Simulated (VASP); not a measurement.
A run of VASP 6.6.1 is set up as follows.

The input INCAR:

```
PREC = Accurate
ENCUT = 520
EDIFF = 1E-6
ISMEAR = -1
SIGMA = 0.1379
LREAL = Auto
LASPH = True
NELM = 60
ALGO = Normal
ISIF = 2
LWAVE = False
LCHARG = True
GGA = PE
LELF = True
LVHAR = True
NBANDS = 69
ISYM = 0
```

Contents of KPOINTS:

```
Automatic mesh
0
Gamma
  1 1 1
  0.25 0.25 0.25
```

File POSCAR:

```
Si11N12
1.0
    6.4418990000      0.1209050000      0.0829390000
    0.1209050000      6.5958520000      0.1101930000
    0.0829390000      0.1101930000      6.6182720000
Si N
11 12
Direct
    0.7623918571      0.5741778881      0.3855566223
    1.0022336203      0.0179741723      0.6248215724
    0.5859904123      0.1426054829      0.2467504230
    0.6440230873      0.4760341765      0.9739857678
    0.4888532612      0.0310934566      0.6237633808
    0.1847190467      0.7079824641      0.9683735989
    0.7442328908      0.8494817731      0.9989424918
    0.5702631698      0.6231116481      0.6927855792
    0.2613097927      0.2933779585      0.8879760502
    0.1226769575      0.8922445108      0.3147205489
    0.9425016720      0.2725874329      0.0590824352
    0.4808967468      0.2652207975      0.0235137555
    0.3173514420      0.5598576434      0.7735742495
    0.7023584585      0.3219553884      0.4096472405
    0.4237408687      0.9958064713      0.3840670878
    0.2391968694      0.1586617419      0.6780878510
    1.0035247407      0.8412773663      0.8180269389
    0.5451824274      0.8701785727      0.8230980122
    0.0873016736      0.5657022416      0.1522830823
    0.6641883318      0.6641674093      0.1594146153
    0.0574402996      0.6083984734      0.3383326805
    0.8294768090      0.0072785436      0.1732497514
    0.7479782173      0.1314705330      0.6042082136
```

Potentials or basis: VASP PAW PBE potentials, release 64 (Si, N).

The run is started by

```sh
$ cat potpaw_PBE.64/Si/POTCAR potpaw_PBE.64/N/POTCAR > POTCAR
$ mpirun -np 1 vasp_std > vasp.out
```

**Question.** What does it give for the pressure?

**Answer.** 2.5 GPa.

**Question.** What does it give for the band gap on the k mesh?

**Answer.** 0.74 eV.

Forces in eV/Å, atoms in the order of the input:
```
Si   1.393  0.738  0.842
Si   1.665  0.781 -0.291
Si   0.552  0.434 -0.213
Si   1.580 -3.334  2.611
Si  -0.645  2.313  0.458
Si   1.216  2.841 -2.642
Si   2.150  0.507 -2.942
Si  -0.646  1.882 -0.688
Si  -0.896  0.966 -1.229
Si   1.136 -0.104 -0.110
Si   0.363  0.565  0.093
N    1.257  0.014  1.917
N   -1.515 -1.581  2.028
N    0.056 -2.818 -0.212
N   -0.508 -1.249 -1.131
N    0.846 -0.861  0.234
N   -3.421 -0.414  1.680
N    0.827 -0.897 -0.275
N   -0.701 -5.381 -3.165
N   -1.460 -2.078 -0.670
N   -1.692  2.443  4.864
N   -0.185  3.153 -0.434
N   -1.372  2.081 -0.726
```

Caveat: the k points lie up to 0.98 Å⁻¹ apart.
